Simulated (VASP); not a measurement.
# C (Pm-3m) in VASP: further runs, part 2 of 2

VASP 6.6.1. Earlier steps stand in the parts before.

## 3. Relaxation of cell and atoms, LDA, target pressure 20 GPa, at which the enthalpy is minimised

File INCAR:

```
SYSTEM = C
  PREC = Accurate
  ENCUT = 600
  EDIFF = 1E-6
  ISMEAR = -1
  SIGMA = 0.1
  LREAL = .FALSE.
  LASPH = .TRUE.
  NELM = 80
  ALGO = Normal
  ISIF = 3
  LWAVE = .FALSE.
  LCHARG = .FALSE.
  GGA = CA
  IBRION = 2
  NSW = 80
  EDIFFG = -0.02
  PSTRESS = 200.0
```

File KPOINTS:

```
regular mesh
0
G
  9 9 9
  0 0 0
```

File POSCAR:

```
C
1.0
    1.9500000000      0.0000000000      0.0000000000
    0.0000000000      1.9500000000      0.0000000000
    0.0000000000      0.0000000000      1.9500000000
C
1
Direct
    0.0000000000      0.0000000000      0.0000000000
```

Potentials or basis: VASP PAW LDA potentials, release 64 (C).

Run with:

```console
> cat potpaw_LDA.64/C/POTCAR > POTCAR
> mpirun -np 1 vasp_std > vasp.out
```

OUTCAR:

```text
SYSTEM = C
   PREC = Accurate
   ENCUT = 600
   EDIFF = 1E-6
   ISMEAR = -1
   LREAL = .FALSE.
   LASPH = .TRUE.
   NELM = 80
   ISIF = 3
   GGA = CA
   IBRION = 2
   NSW = 80
   EDIFFG = -0.02
   PSTRESS = 200.0

 ion  position               nearest neighbor table
   1  0.000  0.000  0.000-

  LATTYP: Found a simple cubic cell.
 ALAT       =     1.9500000000

  Lattice vectors:

 A1 = (   1.9500000000,   0.0000000000,   0.0000000000)
 A2 = (   0.0000000000,   1.9500000000,   0.0000000000)
 A3 = (   0.0000000000,   0.0000000000,   1.9500000000)

Analysis of symmetry for initial positions (statically):
=====================================================================
 Subroutine PRICEL returns:
 Original cell was already a primitive cell.

 Routine SETGRP: Setting up the symmetry group for a
 simple cubic supercell.

 Subroutine GETGRP returns: Found 48 space group operations
 (whereof 48 operations were pure point group operations)
 out of a pool of 48 trial point group operations.

The static configuration has the point symmetry O_h .

Analysis of symmetry for dynamics (positions and initial velocities):
=====================================================================
 Subroutine PRICEL returns:
 Original cell was already a primitive cell.

 Routine SETGRP: Setting up the symmetry group for a
 simple cubic supercell.

 Subroutine GETGRP returns: Found 48 space group operations
 (whereof 48 operations were pure point group operations)
 out of a pool of 48 trial point group operations.

The dynamic configuration has the point symmetry O_h .

 Subroutine INISYM returns: Found 48 space group operations
 (whereof 48 operations are pure point group operations),
 and found     1 'primitive' translations

----------------------------------------------------------------------------------------

                                     Primitive cell

  volume of cell :       7.4149

  direct lattice vectors                    reciprocal lattice vectors
     1.950000000  0.000000000  0.000000000     0.512820513  0.000000000  0.000000000
     0.000000000  1.950000000  0.000000000     0.000000000  0.512820513  0.000000000
     0.000000000  0.000000000  1.950000000     0.000000000  0.000000000  0.512820513

  length of vectors
     1.950000000  1.950000000  1.950000000     0.512820513  0.512820513  0.512820513

  position of ions in fractional coordinates (direct lattice)
     0.000000000  0.000000000  0.000000000

  ion indices of the primitive-cell ions
   primitive index   ion index
                 1           1

----------------------------------------------------------------------------------------

 KPOINTS: regular mesh

Automatic generation of k-mesh.
 Grid dimensions read from file:
 generate k-points for:    9    9    9

 Generating k-lattice:

  Cartesian coordinates                     Fractional coordinates (reciprocal lattice)
     0.056980057  0.000000000  0.000000000     0.111111111  0.000000000  0.000000000
     0.000000000  0.056980057  0.000000000     0.000000000  0.111111111  0.000000000
     0.000000000  0.000000000  0.056980057     0.000000000  0.000000000  0.111111111

  Length of vectors
     0.056980057  0.056980057  0.056980057

  Shift w.r.t. Gamma in fractional coordinates (k-lattice)
     0.000000000  0.000000000  0.000000000

 Subroutine IBZKPT returns following result:
 ===========================================

 Found     35 irreducible k-points:

 Following reciprocal coordinates:
            Coordinates               Weight
  0.000000  0.000000  0.000000      1.000000
  0.111111  0.000000  0.000000      6.000000
  0.222222  0.000000  0.000000      6.000000
  0.333333  0.000000  0.000000      6.000000
  0.444444  0.000000  0.000000      6.000000
  0.111111  0.111111  0.000000     12.000000
[... 16 lines left out ...]
  0.333333  0.333333  0.111111     24.000000
  0.444444  0.333333  0.111111     48.000000
 [... further k-points ...]
   k-points           NKPTS =     35   k-points in BZ     NKDIM =     35   number of bands    NBANDS=      6
   number of dos      NEDOS =    301   number of ions     NIONS =      1
   total plane-waves  NPLWV =   4096
   dimension x,y,z NGX =    16 NGY =   16 NGZ =   16
   dimension x,y,z NGXF=    32 NGYF=   32 NGZF=   32
   ions per type =               1
   NGX,Y,Z   is equivalent  to a cutoff of  13.64, 13.64, 13.64 a.u.
   NGXF,Y,Z  is equivalent  to a cutoff of  27.28, 27.28, 27.28 a.u.
 SYSTEM =  C
   PREC   = accura    normal or accurate (medium, high low for compatibility)
   ISTART =      0    job   : 0-new  1-cont  2-samecut
   ICHARG =      2    charge: 1-file 2-atom 10-const
   ISPIN  =      1    spin polarized calculation?
   LNONCOLLINEAR =      F non collinear calculations
   LSORBIT =      F    spin-orbit coupling
   LASPH  =      T    aspherical Exc in radial PAW
   ENCUT  =  600.0 eV  44.10 Ry    6.64 a.u.   3.89  3.89  3.89*2*pi/ulx,y,z
   NELM   =     80;   NELMIN=  2; NELMDL= -5     # of ELM steps
   EDIFF  = 0.1E-05   stopping-criterion for ELM
   LREAL  =      F    real-space projection
   EDIFFG = -.2E-01   stopping-criterion for IOM
   NSW    =     80    number of steps for IOM
   IBRION =      2    ionic relax: 0-MD 1-quasi-New 2-CG
   NFREE  =      1    steps in history (QN), initial steepest desc. (CG)
   ISIF   =      3    stress and relaxation
   ISYM   =      2    0-nonsym 1-usesym 2-fastsym
   POTIM  = 0.5000    time-step for ionic-motion
   TEBEG  =    0.0;   TEEND  =   0.0 temperature during run
   PSTRESS=  200.0 pullay stress
   NELECT =       4.0000    total number of electrons
   NUPDOWN=      -1.0000    fix difference up-down
   EMIN   =  10.00;   EMAX   =-10.00  energy-range for DOS
   EFERMI =   0.00;   METHOD = LEGACY
   ISMEAR =    -1;   SIGMA  =   0.10  broadening in eV -4-tet -1-fermi 0-gaus
   EFERMI_NEDOS =   21; number of points for ismear=-14 and -15
   IALGO  =     38    algorithm
   IMIX   =      4    mixing-type and parameters
     AMIX     =   0.40;   BMIX     =  1.00
     AMIX_MAG =   1.60;   BMIX_MAG =  1.00
  volume/ion in A,a.u.               =       7.41        50.04
  Fermi-wavevector in a.u.,A,eV,Ry     =   1.332683  2.518406 24.164548  1.776044
  Thomas-Fermi vector in A             =   2.461599
   LORBIT       =      0    0 simple, 1 ext, 2 COOP (PROOUT), +10 PAW based schemes
   GGA     = CA    functional components
   LHFCALC =     F    Hartree Fock is set to
   AEXX    =    0.0000 exact exchange contribution
   IVDW    =     0    specifies the selected vdW correction
   LEPSILON=     F    determine dielectric tensor
   LRPA    =     F    only Hartree local field effects (RPA)
 conjugate gradient relaxation of ions
 non-spin polarized calculation
  energy-cutoff  :      600.00
  volume of cell :        7.41
 maximum number of plane-waves:       265
 NGX is ok and might be reduce to    16
   NGX =  7   NGY =  7   NGZ =  7

--------------------------------------- Ionic step        1  -------------------------------------------

 number of electron       4.0000000 magnetization

 Free energy of the ion-electron system (eV)
  ---------------------------------------------------
  ext. energy  EPLUGINS =         0.00000000
  ---------------------------------------------------
  free energy    TOTEN  =        -6.99734915 eV

  energy without entropy =       -6.98059249  energy(sigma->0) =       -6.98897082

 E-fermi :   7.3477     XC(G=0): -12.6041

 val. band max:        7.3243028671   @ k =   0.3333   0.3333   0.0000
 cond. band min:       7.3674171364   @ k =   0.2222   0.0000   0.0000
 fundamental gap:      0.0431142693
 Fermi energy:         7.3477346612

 k-point     1 :       0.0000    0.0000    0.0000
  band No.  band energies     occupation
      1     -11.3049      2.00000
      2      13.9765      0.00000
      3      13.9765      0.00000
      4      13.9765      0.00000
      5      29.7498      0.00000
      6      29.7498      0.00000

 k-point     2 :       0.1111    0.0000    0.0000
  band No.  band energies     occupation
      1     -10.9056      2.00000
      2      11.7582      0.00000
      3      14.2060      0.00000
      4      14.2060      0.00000
      5      30.1956      0.00000
      6      31.1957      0.00000
[... 417 lines left out ...]
  enthalpy is  TOTEN    =        -6.8594042994 eV   P V=        0.6482192560

--------------------------------------- Ionic step        7  -------------------------------------------

 number of electron       4.0000000 magnetization

 Free energy of the ion-electron system (eV)
  ---------------------------------------------------
  ext. energy  EPLUGINS =         0.00000000
  ---------------------------------------------------
  free energy    TOTEN  =        -7.50382849 eV

  energy without entropy =       -7.49528467  energy(sigma->0) =       -7.49955658

 E-fermi :  12.7451     XC(G=0): -14.3226

 val. band max:       12.7151879325   @ k =   0.2222   0.0000   0.0000
 cond. band min:      12.8390033817   @ k =   0.2222   0.2222   0.1111
 fundamental gap:      0.1238154491
 Fermi energy:        12.7451215577

 k-point     1 :       0.0000    0.0000    0.0000
  band No.  band energies     occupation
      1     -10.9893      2.00000
      2      22.0192      0.00000
      3      22.0192      0.00000
      4      22.0192      0.00000
      5      38.6057      0.00000
      6      38.6057      0.00000

 k-point     2 :       0.1111    0.0000    0.0000
  band No.  band energies     occupation
      1     -10.4837      2.00000
      2      18.7213      0.00000
      3      22.3640      0.00000
      4      22.3640      0.00000
      5      39.1802      0.00000
      6      42.1819      0.00000
[... 226 lines left out ...]
  FREE ENERGIE OF THE ION-ELECTRON SYSTEM (eV)
  ---------------------------------------------------
  free  energy   TOTEN  =        -7.5038284936 eV

  energy  without entropy=       -7.4952846704  energy(sigma->0) =       -7.49955658

  enthalpy is  TOTEN    =        -6.8597119482 eV   P V=        0.6441165455

 reached required accuracy - stopping structural energy minimisation
```

OSZICAR:

```text
N       E                     dE             d eps       ncg     rms          rms(c)
DAV:   1    -0.251491403601E+01   -0.25149E+01   -0.25532E+03   450   0.718E+02
DAV:   2    -0.694835172521E+01   -0.44334E+01   -0.39610E+01   528   0.520E+01
DAV:   3    -0.699781313842E+01   -0.49461E-01   -0.49444E-01   498   0.596E+00
DAV:   4    -0.699790276273E+01   -0.89624E-04   -0.89624E-04   678   0.215E-01
[... 42 lines left out ...]
       N       E                     dE             d eps       ncg     rms          rms(c)
DAV:   1    -0.750391427582E+01    0.37094E-02   -0.61887E-03   420   0.746E-01    0.676E-02
DAV:   2    -0.750385402108E+01    0.60255E-04   -0.38951E-05   432   0.667E-02    0.364E-02
DAV:   3    -0.750382851747E+01    0.25504E-04   -0.44398E-05   426   0.538E-02    0.464E-03
DAV:   4    -0.750382849361E+01    0.23855E-07   -0.95507E-08   222   0.450E-03
   7 F= -.68597119E+01 E0= -.68554400E+01  d E =-.276640E-03
```

CONTCAR:

```text
C
   1.00000000000000
     1.7280183391633632    0.0000000000000000    0.0000000000000000
    -0.0000000000000000    1.7280183391633632   -0.0000000000000000
    -0.0000000000000000   -0.0000000000000000    1.7280183391633632
  C
     1
Direct
     0.0000000000000000    0.0000000000000000    0.0000000000000000

  0.00000000E+00  0.00000000E+00  0.00000000E+00
```

It took 1.6 s on 1 thread of Intel Xeon 6975P-C (Granite Rapids), shared host; peak memory 0.1 GiB.

Results:

* Free energy: -7.5038 eV
* Relaxed volume: 5.16 Å³/atom
* Relaxed cell: a = 1.728 Å, b = 1.728 Å, c = 1.728 Å, α = 90.00°, β = 90.00°, γ = 90.00°
* Space group after relaxing (to 0.05 Å): Pm-3m (No. 221)
* Energy change on relaxing (the enthalpy is what falls): -506.5 meV/atom
* Ionic steps: 7
* Pressure after relaxing: 20.0 GPa
* Band gap on the k mesh: zero (band 2 reaches 22.02 eV, above the bottom of band 3 at 11.08 eV)

Step by step:
| step | energy change (eV) | largest force (eV/Å) | pressure (GPa) | volume (Å³) |
| --- | --- | --- | --- | --- |
| 1 | 0.0000 | 0.0000 | -61.11 | 7.41 |
| 2 | 0.1100 | 0.0000 | 182.28 | 4.07 |
| 3 | -0.5122 | 0.0000 | 15.35 | 5.21 |
| 4 | -0.5075 | 0.0000 | 19.24 | 5.17 |
| 5 | -0.5023 | 0.0000 | 22.89 | 5.13 |
| 6 | -0.5103 | 0.0000 | 17.00 | 5.19 |
| 7 | -0.5065 | 0.0000 | 20.00 | 5.16 |

Final structure:
```xyz
1
Lattice="1.7280 0.0000 0.0000 0.0000 1.7280 0.0000 0.0000 0.0000 1.7280" Properties=species:S:1:pos:R:3 pbc="T T T"
C     0.0000    0.0000    0.0000
```

Caveat: the cell is relaxed towards a set pressure, so the enthalpy falls and the energy may rise; the volume moved by over 15 % at a fixed basis, so the end points are rough.
